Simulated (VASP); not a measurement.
**ErAlF2: single point with PBE**

ErAlF2:

```
Er Al F
1.0
     3.69939    0.00000    0.00000
     0.00000    3.69939    0.00000
     0.00000    0.00000    5.58654
Er Al F
1 1 2
Cartesian
  0.0000 0.0000 0.0000
  1.8497 1.8497 2.7933
  0.0000 0.0000 2.1327
  0.0000 0.0000 3.4539
```

The cell was generated, and may not be a known phase.

```json
{
 "Program": "VASP 6.6.1",
 "Task": "single point",
 "Functional": "PBE",
 "Potentials or basis": "VASP PAW PBE potentials, release 64 (Er_3, Al, F), 4f in core",
 "Cutoff": "600 eV",
 "k mesh": "6 × 6 × 4",
 "Occupations": "gaussian, width 0.1 eV",
 "Spin": "no spin polarisation"
}
```

```json
{
  "Pressure": "31.1 GPa",
  "Largest force": "28.835 eV/Å",
  "Band gap on the k mesh": "zero (bands 13 and 14 overlap by 1.47 eV)"
}
```

Forces on the atoms (eV/Å):
```
Er    0.000   0.000   0.000
Al    0.000   0.000   0.000
F     0.000   0.000 -28.835
F     0.000   0.000  28.835
```

Stress tensor (GPa, compression positive):
```
 4.00  0.00  0.00
 0.00  4.00  0.00
 0.00  0.00 85.24
```

Levels at points of the mesh, in eV from the Fermi level:
```csv
k point,band 11,band 12,band 13,band 14,band 15,band 16
"(0.00, 0.00, 0.00)",-5.66,-1.68,-0.61,-0.15,1.15,3.76
"(0.50, 0.00, 0.00)",-3.11,-1.87,0.30,0.89,1.11,1.96
"(0.50, 0.50, 0.00)",-3.67,0.45,0.96,1.19,1.19,1.64
"(0.00, 0.00, 0.50)",-5.28,-3.97,-1.00,-0.03,3.24,3.24
"(0.50, 0.00, 0.50)",-2.89,-1.41,-0.78,-0.51,-0.49,1.90
"(0.50, 0.50, 0.50)",-3.16,-1.56,-0.98,0.80,0.80,3.11
```

Run time: 32 s on 1 thread of Intel(R) Xeon(R) 6975P-C (Granite Rapids), on a shared host, peak memory 0.22 GiB.

Caveat: the stress differs along the axes, from 4 to 85 GPa; spin-orbit coupling is left out, which moves the levels of the heavy elements; the 4f electrons are frozen in the core, so they carry no moment and show no levels; the run has no spin polarisation, though such a crystal can be magnetic; forces of over 1 eV/Å act on the atoms, so gaps and moduli don't describe the material at rest. Spin polarisation is off, so any magnetic state and its effect on volume and gap are missing.
